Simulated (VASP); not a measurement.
Runs of VASP 6.6.1 on Hg. The structure is hexagonal, space group P6/mmm (No. 191). The conventional cell has a = 4.540 Å, b = 4.540 Å, c = 3.870 Å, α = 90.00°, β = 90.00°, γ = 120.00°. Hg (site symmetry -6m2) has 9 Hg at 2.62 to 3.26 Å within 3.5 Å. Hg (site symmetry 6/mmm) has 14 Hg at 3.26 to 3.87 Å within 4.3 Å. 

```tsv
level	potentials or basis	k mesh	smearing	gap on the mesh (eV)	pressure (GPa)
PBE	VASP PAW PBE potentials, release 64 (Hg)	3 × 3 × 2	fermi-dirac 0.025852 eV	none	10.4
PBE	VASP PAW PBE potentials, release 64 (Hg)	3 × 3 × 2	gaussian 0.1 eV	none	(a)
PBE	VASP PAW PBE potentials, release 64 (Hg)	3 × 3 × 1	gaussian 0.1 eV	none	3.0
PBE	VASP PAW PBE potentials, release 64 (Hg)	6 × 2 × 1, shifted	gaussian 0.1 eV	none	(b)
LDA	VASP PAW LDA potentials, release 64 (Hg)	6 × 6 × 6	gaussian 0.1 eV	none	5.9
PBE	VASP PAW PBE potentials, release 64 (Hg)	6 × 6 × 6	gaussian 0.1 eV	none	13.8
PBE	VASP PAW PBE potentials, release 64 (Hg)	3 × 3 × 2	methfessel-paxton 0.1 eV	none	10.4
```

Alike in all rows: task single point; no spin polarisation; cell as given; cutoff (eV) 520.

Problem. Estimate the missing entries.

Solution. (a) 10.5; (b) 18.9.

Caveats: some runs use coarse meshes; spin-orbit coupling is left out, which moves the levels of the heavy elements; the cell stands under pressure (at least some runs).

A k mesh can miss the band edges, and the runs leave out spin-orbit coupling on Hg.

A gap of «none» marks levels without a gap at the run's occupations.
